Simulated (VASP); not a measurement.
# CuO (Cc) in VASP: further runs, part 2 of 2

VASP 6.6.1. Earlier steps stand in the parts before.

### 3 Single point, BLYP

INCAR

```
SYSTEM = CuO
PREC     = Accurate       ! precision mode
ENCUT    = 520            ! plane-wave cutoff, eV
EDIFF    = 1E-6           ! SCF threshold, eV
ISMEAR   = -1             ! smearing method
SIGMA    = 0.05           ! smearing width, eV
LREAL    = .False.        ! projectors in reciprocal space
LASPH    = .True.         ! aspherical terms in the spheres
NELM     = 60             ! most SCF steps
ALGO     = Normal         ! electronic algorithm
ISIF     = 2              ! what is computed and relaxed
LWAVE    = .False.        ! write WAVECAR
LCHARG   = .False.        ! write CHGCAR
GGA      = B5             ! functional
ALDAX    = 1.0          
AGGAX    = 1.0          
AGGAC    = 1.0          
ALDAC    = 0.0          
NBANDS   = 25             ! bands
```

KPOINTS

```
regular mesh
0
Gamma
  10 10 5
  0 0 0
```

POSCAR

```
CuO
1.0
    2.3289133814     -1.7019001459      0.0000000000
    2.3289133814      1.7019001459      0.0000000000
   -0.8547742332      0.0000000000      5.0254824872
Cu O
2 2
Direct
    0.0032000000      0.4968000000      0.0000000000
    0.4968000000      0.0032000000      0.5000000000
    0.5714000000      0.4056000000      0.2537000000
    0.4056000000      0.5714000000      0.7537000000
```

Potentials or basis: VASP PAW PBE potentials, release 64 (Cu, O).

On the command line:

```sh
$ cat potpaw_PBE.64/Cu/POTCAR potpaw_PBE.64/O/POTCAR > POTCAR
$ mpirun -np 1 vasp_std > vasp.out
```

OUTCAR:

```text
SYSTEM = CuO
   PREC = Accurate
   ENCUT = 520
   EDIFF = 1E-6
   ISMEAR = -1
   LREAL = .False.
   LASPH = .True.
   NELM = 60
   ISIF = 2
   GGA = B5

 ion  position               nearest neighbor table
   1  0.003  0.497  0.000-   4 1.89   3 1.92   4 1.96   3 2.01
   2  0.497  0.003  0.500-   3 1.89   4 1.92   3 1.96   4 2.01
   3  0.571  0.406  0.254-   2 1.89   1 1.92   2 1.96   1 2.01
   4  0.406  0.571  0.754-   1 1.89   2 1.92   1 1.96   2 2.01

  LATTYP: Found a base centered monoclinic cell.
 ALAT       =     4.6578267628
 B/A-ratio  =     0.7307700490
 C/A-ratio  =     1.0944283419
 COS(beta)  =    -0.1676798045

  Lattice vectors:

 A1 = (   2.3289133814,  -1.7019001459,   0.0000000000)
 A2 = (   2.3289133814,   1.7019001459,   0.0000000000)
 A3 = (  -0.8547742332,   0.0000000000,   5.0254824872)

Analysis of symmetry for initial positions (statically):
=====================================================================
 Subroutine PRICEL returns:
 Original cell was already a primitive cell.

 Routine SETGRP: Setting up the symmetry group for a
 base centered monoclinic supercell.

 Subroutine GETGRP returns: Found  2 space group operations
 (whereof  1 operations were pure point group operations)
 out of a pool of  4 trial point group operations.

The static configuration has the point symmetry C_1 .
 The point group associated with its full space group is C_1h.

Analysis of symmetry for dynamics (positions and initial velocities):
=====================================================================
 Subroutine PRICEL returns:
 Original cell was already a primitive cell.

 Routine SETGRP: Setting up the symmetry group for a
 base centered monoclinic supercell.

 Subroutine GETGRP returns: Found  2 space group operations
 (whereof  1 operations were pure point group operations)
 out of a pool of  4 trial point group operations.

The dynamic configuration has the point symmetry C_1 .
 The point group associated with its full space group is C_1h.
[... 121 lines left out ...]
   IMIX   =      4    mixing-type and parameters
     AMIX     =   0.40;   BMIX     =  1.00
     AMIX_MAG =   1.60;   BMIX_MAG =  1.00
  volume/ion in A,a.u.               =       9.96        67.21
  Fermi-wavevector in a.u.,A,eV,Ry     =   1.552874  2.934505 32.809308  2.411416
  Thomas-Fermi vector in A             =   2.657186
   LORBIT       =      0    0 simple, 1 ext, 2 COOP (PROOUT), +10 PAW based schemes
   GGA     = B5    functional components
   LHFCALC =     F    Hartree Fock is set to
   AEXX    =    0.0000 exact exchange contribution
   IVDW    =     0    specifies the selected vdW correction
   LEPSILON=     F    determine dielectric tensor
   LRPA    =     F    only Hartree local field effects (RPA)
 non-spin polarized calculation
  energy-cutoff  :      520.00
  volume of cell :       39.84
 maximum number of plane-waves:      1101
 NGX is ok and might be reduce to    24
   NGX = 11   NGY = 11   NGZ = 19

 number of electron      34.0000002 magnetization

 Free energy of the ion-electron system (eV)
  ---------------------------------------------------
  ext. energy  EPLUGINS =         0.00000000
  ---------------------------------------------------
  free energy    TOTEN  =       -17.80305340 eV

  energy without entropy =      -17.78424870  energy(sigma->0) =      -17.79365105

 E-fermi :   6.2936     XC(G=0): -11.4754

 val. band max:        6.2822298780   @ k =  -0.2000   0.3000   0.4000
 cond. band min:       6.2958845023   @ k =  -0.4000   0.2000   0.4000
 fundamental gap:      0.0136546243
 Fermi energy:         6.2935620564

 k-point     1 :       0.0000    0.0000    0.0000
  band No.  band energies     occupation
      1     -13.6811      2.00000
      2     -12.3227      2.00000
      3      -1.9317      2.00000
      4       0.6207      2.00000
      5       0.9790      2.00000
      6       2.7921      2.00000
[... 661 lines left out ...]
     24      19.9702      0.00000
     25      21.1123      0.00000

 [... further k-points ...]

------------------------ aborting loop because EDIFF is reached ----------------------------------------

  FORCE on cell =-STRESS in cart. coord.  units (eV):
  Direction    XX          YY          ZZ          XY          YZ          ZX
  --------------------------------------------------------------------------------------
  -------------------------------------------------------------------------------------
  Total        4.3936661      4.1810616      4.5703641      0.0000000      0.0000000     -0.6527615
  in kB      176.7024062    168.1519777    183.8087613      0.0000000      0.0000000    -26.2524581
  external PRESSURE =     176.2210484 kB  Pullay stress =       0.0000000 kB

 VOLUME and BASIS-vectors are now :
 -----------------------------------------------------------------------------
  energy-cutoff  :      520.00
  volume of cell :       39.84
      direct lattice vectors                 reciprocal lattice vectors
     2.328913381 -1.701900146  0.000000000     0.214692399 -0.293789269  0.036516599
     2.328913381  1.701900146  0.000000000     0.214692399  0.293789269  0.036516599
    -0.854774233  0.000000000  5.025482487     0.000000000  0.000000000  0.198985869

 POSITION                                       TOTAL-FORCE (eV/Angst)
 -----------------------------------------------------------------------------------
      1.16446      0.84006      0.00000        -0.730053      0.418514      0.288972
      0.73707     -0.84006      2.51274        -0.730053     -0.418514      0.288972
      2.05849     -0.28218      1.27496         0.730053      0.156913     -0.288972
      1.63111      0.28218      3.78771         0.730053     -0.156913     -0.288972
 -----------------------------------------------------------------------------------
    total drift:                               -0.000108      0.000000     -0.000148

  FREE ENERGIE OF THE ION-ELECTRON SYSTEM (eV)
  ---------------------------------------------------
  free  energy   TOTEN  =       -17.8030533994 eV

  energy  without entropy=      -17.7842487033  energy(sigma->0) =      -17.79365105
```

OSZICAR:

```text
N       E                     dE             d eps       ncg     rms          rms(c)
DAV:   1     0.299576478381E+03    0.29958E+03   -0.16506E+04  7546   0.218E+03
DAV:   2     0.123766849406E+02   -0.28720E+03   -0.26410E+03  7203   0.400E+02
DAV:   3    -0.232667172064E+02   -0.35643E+02   -0.33738E+02  8612   0.157E+02
DAV:   4    -0.244543393237E+02   -0.11876E+01   -0.11812E+01  8704   0.306E+01
DAV:   5    -0.244770943990E+02   -0.22755E-01   -0.22743E-01  9212   0.379E+00    0.180E+01
DAV:   6    -0.210080336280E+02    0.34691E+01   -0.35880E+01  9993   0.150E+02    0.128E+01
DAV:   7    -0.177333559312E+02    0.32747E+01   -0.99137E+00  8548   0.115E+02    0.265E+00
DAV:   8    -0.178402845868E+02   -0.10693E+00   -0.15888E+00  7561   0.885E+00    0.164E+00
DAV:   9    -0.178096145202E+02    0.30670E-01   -0.61656E-02 12401   0.755E+00    0.610E-01
DAV:  10    -0.178035316281E+02    0.60829E-02   -0.16203E-02 11047   0.271E+00    0.324E-01
DAV:  11    -0.178030033014E+02    0.52833E-03   -0.71756E-03  9942   0.716E-01    0.463E-02
DAV:  12    -0.178030359516E+02   -0.32650E-04   -0.20798E-04  8543   0.157E-01    0.251E-02
DAV:  13    -0.178030566187E+02   -0.20667E-04   -0.39028E-05  9802   0.719E-02    0.123E-02
DAV:  14    -0.178030532878E+02    0.33309E-05   -0.40713E-06  9029   0.414E-02    0.212E-03
DAV:  15    -0.178030533994E+02   -0.11157E-06   -0.18449E-06  4988   0.138E-02
   1 F= -.17803053E+02 E0= -.17793651E+02  d E =-.188047E-01
```

Run time: 3.6 min. Hardware: 1 thread of Intel Xeon 8259CL, shared host; peak memory 0.25 GiB.

Results:

```yaml
Free_energy: -17.8031 eV
Pressure: 17.6 GPa
Largest_force: 0.890 eV/Å
Band_gap_on_the_k_mesh: zero (bands 17 and 18 overlap by 0.60 eV)
```

Forces in eV/Å, atoms in the order of the input:
```
Cu  -0.730  0.419  0.289
Cu  -0.730 -0.419  0.289
O    0.730  0.157 -0.289
O    0.730 -0.157 -0.289
```

Stress tensor (GPa, compression positive):
```
17.67  0.00 -2.63
 0.00 16.82  0.00
-2.63  0.00 18.38
```

Caveat: the cell stands under pressure; the PAW data sets were made with another functional, which shifts forces and pressure a little; semilocal functionals often make such compounds metallic where correlation or magnetic order opens a gap, which also shifts bond lengths.

### 4 Single point, LDA

This run uses another cell than the first one, of 10.16 Å³/atom.

INCAR

```
ALGO = Normal ; EDIFF = 1E-7
ENCUT = 520 ; GGA = CA
ISIF = 2 ; ISMEAR = -1
LASPH = True ; LCHARG = False
LREAL = False ; LWAVE = False
NBANDS = 25 ; NELM = 80
PREC = Accurate ; SIGMA = 0.05
```

KPOINTS

```
k-points
0
Gamma
  10 10 5
```

POSCAR

```
CuO
1.0
    2.3446497600     -1.7133998200      0.0000000000
    2.3446497600      1.7133998200      0.0000000000
   -0.8605499100      0.0000000000      5.0594394800
Cu O
2 2
Direct
    0.0032000000      0.4968000000      0.0000000000
    0.4968000000      0.0032000000      0.5000000000
    0.5714000000      0.4056000000      0.2537000000
    0.4056000000      0.5714000000      0.7537000000
```

Potentials or basis: VASP PAW LDA potentials, release 64 (Cu, O).

On the command line:

```sh
$ cat potpaw_LDA.64/Cu/POTCAR potpaw_LDA.64/O/POTCAR > POTCAR
$ mpirun -np 1 vasp_std > vasp.out
```

OUTCAR:

```text
EDIFF = 1E-7
   ENCUT = 520
   GGA = CA
   ISIF = 2
   ISMEAR = -1
   LASPH = True
   LREAL = False
   NELM = 80
   PREC = Accurate

 ion  position               nearest neighbor table
   1  0.003  0.497  0.000-   4 1.91   3 1.93   4 1.98   3 2.02
   2  0.497  0.003  0.500-   3 1.91   4 1.93   3 1.98   4 2.02
   3  0.571  0.406  0.254-   2 1.91   1 1.93   2 1.98   1 2.02
   4  0.406  0.571  0.754-   1 1.91   2 1.93   1 1.98   2 2.02

  LATTYP: Found a base centered monoclinic cell.
 ALAT       =     4.6892995200
 B/A-ratio  =     0.7307700490
 C/A-ratio  =     1.0944283419
 COS(beta)  =    -0.1676798045

  Lattice vectors:

 A1 = (   2.3446497600,  -1.7133998200,   0.0000000000)
 A2 = (   2.3446497600,   1.7133998200,   0.0000000000)
 A3 = (  -0.8605499100,   0.0000000000,   5.0594394800)

Analysis of symmetry for initial positions (statically):
=====================================================================
 Subroutine PRICEL returns:
 Original cell was already a primitive cell.

 Routine SETGRP: Setting up the symmetry group for a
 base centered monoclinic supercell.

 Subroutine GETGRP returns: Found  2 space group operations
 (whereof  1 operations were pure point group operations)
 out of a pool of  4 trial point group operations.

The static configuration has the point symmetry C_1 .
 The point group associated with its full space group is C_1h.

Analysis of symmetry for dynamics (positions and initial velocities):
=====================================================================
 Subroutine PRICEL returns:
 Original cell was already a primitive cell.

 Routine SETGRP: Setting up the symmetry group for a
 base centered monoclinic supercell.
[... 123 lines left out ...]
   EMIN   =  10.00;   EMAX   =-10.00  energy-range for DOS
   EFERMI =   0.00;   METHOD = LEGACY
   ISMEAR =    -1;   SIGMA  =   0.05  broadening in eV -4-tet -1-fermi 0-gaus
   EFERMI_NEDOS =   21; number of points for ismear=-14 and -15
   IALGO  =     38    algorithm
   IMIX   =      4    mixing-type and parameters
     AMIX     =   0.40;   BMIX     =  1.00
     AMIX_MAG =   1.60;   BMIX_MAG =  1.00
  volume/ion in A,a.u.               =      10.16        68.58
  Fermi-wavevector in a.u.,A,eV,Ry     =   1.542451  2.914810 32.370379  2.379156
  Thomas-Fermi vector in A             =   2.648254
   LORBIT       =      0    0 simple, 1 ext, 2 COOP (PROOUT), +10 PAW based schemes
   GGA     = CA    functional components
   LHFCALC =     F    Hartree Fock is set to
   AEXX    =    0.0000 exact exchange contribution
   IVDW    =     0    specifies the selected vdW correction
   LEPSILON=     F    determine dielectric tensor
   LRPA    =     F    only Hartree local field effects (RPA)
 non-spin polarized calculation
  energy-cutoff  :      520.00
  volume of cell :       40.65
 maximum number of plane-waves:      1129
 NGX is ok and might be reduce to    24
   NGX = 11   NGY = 11   NGZ = 19

 number of electron      33.9999999 magnetization

 Free energy of the ion-electron system (eV)
  ---------------------------------------------------
  ext. energy  EPLUGINS =         0.00000000
  ---------------------------------------------------
  free energy    TOTEN  =       -23.10519197 eV

  energy without entropy =      -23.08596972  energy(sigma->0) =      -23.09558084

 E-fermi :   5.3341     XC(G=0): -12.4187

 val. band max:        5.3132488559   @ k =   0.5000   0.1000   0.2000
 cond. band min:       5.3382277945   @ k =  -0.4000   0.2000   0.4000
 fundamental gap:      0.0249789386
 Fermi energy:         5.3340674964

 k-point     1 :       0.0000    0.0000    0.0000
  band No.  band energies     occupation
      1     -14.2520      2.00000
      2     -12.8698      2.00000
      3      -2.8230      2.00000
      4      -0.2234      2.00000
      5       0.1462      2.00000
      6       1.9478      2.00000
[... 661 lines left out ...]
     24      18.5507      0.00000
     25      19.6362      0.00000

 [... further k-points ...]

------------------------ aborting loop because EDIFF is reached ----------------------------------------

  FORCE on cell =-STRESS in cart. coord.  units (eV):
  Direction    XX          YY          ZZ          XY          YZ          ZX
  --------------------------------------------------------------------------------------
  -------------------------------------------------------------------------------------
  Total       -2.4244420     -1.3914993     -2.8597260      0.0000000      0.0000000     -0.0855564
  in kB      -95.5549697    -54.8434129   -112.7108977      0.0000000      0.0000000     -3.3720480
  external PRESSURE =     -87.7030935 kB  Pullay stress =       0.0000000 kB

 VOLUME and BASIS-vectors are now :
 -----------------------------------------------------------------------------
  energy-cutoff  :      520.00
  volume of cell :       40.65
      direct lattice vectors                 reciprocal lattice vectors
     2.344649760 -1.713399820  0.000000000     0.213251467 -0.291817470  0.036271514
     2.344649760  1.713399820  0.000000000     0.213251467  0.291817470  0.036271514
    -0.860549910  0.000000000  5.059439480     0.000000000  0.000000000  0.197650353

 POSITION                                       TOTAL-FORCE (eV/Angst)
 -----------------------------------------------------------------------------------
      1.17232      0.84573      0.00000        -0.586453      0.305836      0.220802
      0.74205     -0.84573      2.52972        -0.586453     -0.305836      0.220802
      2.07240     -0.28408      1.28358         0.586453      0.470583     -0.220802
      1.64213      0.28408      3.81330         0.586453     -0.470583     -0.220802
 -----------------------------------------------------------------------------------
    total drift:                               -0.000143      0.000000     -0.000583

  FREE ENERGIE OF THE ION-ELECTRON SYSTEM (eV)
  ---------------------------------------------------
  free  energy   TOTEN  =       -23.1051919736 eV

  energy  without entropy=      -23.0859697156  energy(sigma->0) =      -23.09558084
```

OSZICAR:

```text
N       E                     dE             d eps       ncg     rms          rms(c)
DAV:   1     0.286839185490E+03    0.28684E+03   -0.16363E+04  7563   0.219E+03
DAV:   2     0.672678632444E+01   -0.28011E+03   -0.25846E+03  7164   0.394E+02
DAV:   3    -0.278741814004E+02   -0.34601E+02   -0.32675E+02  8775   0.155E+02
DAV:   4    -0.290756711477E+02   -0.12015E+01   -0.11950E+01  8853   0.311E+01
DAV:   5    -0.290960117546E+02   -0.20341E-01   -0.20331E-01  9396   0.360E+00    0.173E+01
DAV:   6    -0.267769321716E+02    0.23191E+01   -0.36024E+01 10090   0.158E+02    0.135E+01
DAV:   7    -0.230719662206E+02    0.37050E+01   -0.10225E+01  8581   0.119E+02    0.254E+00
DAV:   8    -0.231577096119E+02   -0.85743E-01   -0.15656E+00  7895   0.879E+00    0.159E+00
DAV:   9    -0.231086601803E+02    0.49049E-01   -0.51999E-02 11759   0.619E+00    0.425E-01
DAV:  10    -0.231062381678E+02    0.24220E-02   -0.10941E-02 10303   0.141E+00    0.305E-01
DAV:  11    -0.231051850893E+02    0.10531E-02   -0.51147E-03 10769   0.633E-01    0.442E-02
DAV:  12    -0.231052000475E+02   -0.14958E-04   -0.24124E-04  8960   0.173E-01    0.355E-02
DAV:  13    -0.231051932797E+02    0.67678E-05   -0.14279E-05 11016   0.680E-02    0.957E-03
DAV:  14    -0.231051920800E+02    0.11997E-05   -0.37530E-06 10464   0.192E-02    0.359E-03
DAV:  15    -0.231051919714E+02    0.10861E-06   -0.69690E-07 11056   0.103E-02    0.278E-04
DAV:  16    -0.231051919736E+02   -0.22160E-08   -0.22600E-08  4030   0.175E-03
   1 F= -.23105192E+02 E0= -.23095581E+02  d E =-.192223E-01
```

stdout:

```text
POSCAR found type information on POSCAR CuO
 POSCAR found :  2 types and       4 ions
 scaLAPACK will be used
 LDA part: xc-table for (Slater(with rela. corr.)+CA(PZ))
 , standard interpolation
 POSCAR, INCAR and KPOINTS ok, starting setup
 FFT: planning ... GRIDC
 FFT: planning ... GRID_SOFT
 FFT: planning ... GRID
 WAVECAR not read
 entering main loop
```

It took 4.7 min on 1 thread of Intel Xeon 8259CL, shared host; peak memory 0.24 GiB.

What came out:

| Quantity | Value |
| --- | --- |
| Free energy | -23.1052 eV |
| Pressure | -8.8 GPa |
| Largest force | 0.784 eV/Å |
| Band gap on the k mesh | zero (bands 17 and 18 overlap by 0.61 eV) |

Forces on the atoms (eV/Å):
```
Cu  -0.586  0.306  0.221
Cu  -0.586 -0.306  0.221
O    0.586  0.471 -0.221
O    0.586 -0.471 -0.221
```

Levels at points of the mesh, in eV from the Fermi level:
| k point | band 13 | band 14 | band 15 | band 16 | band 17 | band 18 | band 19 | band 20 | band 21 | band 22 |
| --- | --- | --- | --- | --- | --- | --- | --- | --- | --- | --- |
| (0.00, 0.00, 0.00) | -2.30 | -2.21 | -2.13 | -1.62 | 0.24 | 0.92 | 1.74 | 5.99 | 8.08 | 13.19 |
| (0.50, 0.00, 0.00) | -2.02 | -1.57 | -1.46 | -1.38 | -0.04 | 0.29 | 4.80 | 6.26 | 6.89 | 10.98 |
| (0.50, 0.50, 0.00) | -2.12 | -2.12 | -1.69 | -1.20 | -0.63 | 1.07 | 3.30 | 6.93 | 8.47 | 9.89 |

Caveat: the stress differs along the axes, from -11 to -5 GPa; semilocal functionals often make such compounds metallic where correlation or magnetic order opens a gap, which also shifts bond lengths. With open d or f shells a metallic result of LDA can be an artefact of self-interaction; +U or a hybrid may open a gap.

### 5 The runs side by side

| level | potentials or basis | cell | gap on the mesh (eV) | pressure (GPa) | largest force (eV/Å) |
| --- | --- | --- | --- | --- | --- |
| LDA | VASP PAW LDA potentials, release 64 (Cu, O) | a = 2.884, b = 2.884, c = 5.098 Å, angles 97.8, 97.8, 72.3°, 4 atoms | none | -5.3 | 0.79 |
| BLYP | VASP PAW PBE potentials, release 64 (Cu, O) | a = 2.884, b = 2.884, c = 5.098 Å, angles 97.8, 97.8, 72.3°, 4 atoms | none | 17.6 | 0.89 |
| LDA | VASP PAW LDA potentials, release 64 (Cu, O) | a = 2.904, b = 2.904, c = 5.132 Å, angles 97.8, 97.8, 72.3°, 4 atoms | none | -8.8 | 0.78 |

Alike in all rows: task single point; no spin polarisation; k mesh 10 × 10 × 5; cutoff (eV) 520; smearing fermi-dirac 0.05 eV.

Caveats: semilocal functionals often make such compounds metallic where correlation or magnetic order opens a gap, which also shifts bond lengths; the cell stands under tension (at least some runs); the cell stands under pressure (at least some runs); the PAW data sets were made with another functional, which shifts forces and pressure a little (at least some runs); the stress differs along the axes, from -11 to -5 GPa (at least some runs).

Total energies depend on the potentials used, so only differences within one code and one set of settings carry meaning.

The gap in the log of VASP goes by the Fermi energy; the results here count the filled bands.